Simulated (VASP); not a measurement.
GeSb2, 3 atoms in the cell. Symmetry: I4/mmm, No. 139, tetragonal system. Conventional cell: a = 3.866 Å, b = 3.866 Å, c = 9.484 Å, α = 90.00°, β = 90.00°, γ = 90.00°. Ge (site symmetry 4/mmm) has 10 Sb at 3.15 to 3.18 Å and 4 Ge at 3.87 Å within 4.1 Å. Within 4.1 Å of Sb (site symmetry 4mm) lie 9 Sb at 3.13 to 3.87 Å and 5 Ge at 3.15 to 3.18 Å. 

```yaml
Program: VASP 6.6.1
Task: relaxation of cell and atoms
Functional: PBE
Potentials_or_basis: VASP PAW PBE potentials, release 64 (Ge_d, Sb)
Cutoff: 600 eV
k_mesh: 6 × 6 × 6
Occupations: gaussian, width 0.1 eV
Spin: no spin polarisation
Dipole_correction: no
Further_INCAR_settings: ALGO = Normal; EDIFF = 1e-07; IBRION = 2; EDIFFG = -0.04; NSW = 90; ISIF = 3
```

Potentials or basis: VASP PAW PBE potentials, release 64 (Ge_d, Sb).

Run with:

```console
$ cat potpaw_PBE.64/Ge_d/POTCAR potpaw_PBE.64/Sb/POTCAR > POTCAR
$ mpirun -np 1 vasp_std > vasp.out
```

Hardware: 1 thread of Oxide Virtual Turin-like Processor, with other jobs on the host.

Question: How long does it take, and how much memory?

Answer: Run time: 25 min on 1 thread of Oxide Virtual Turin-like Processor, with other jobs on the host, peak memory 0.33 GiB. Counts: scf iterations 235, k points 30, ion steps 32.
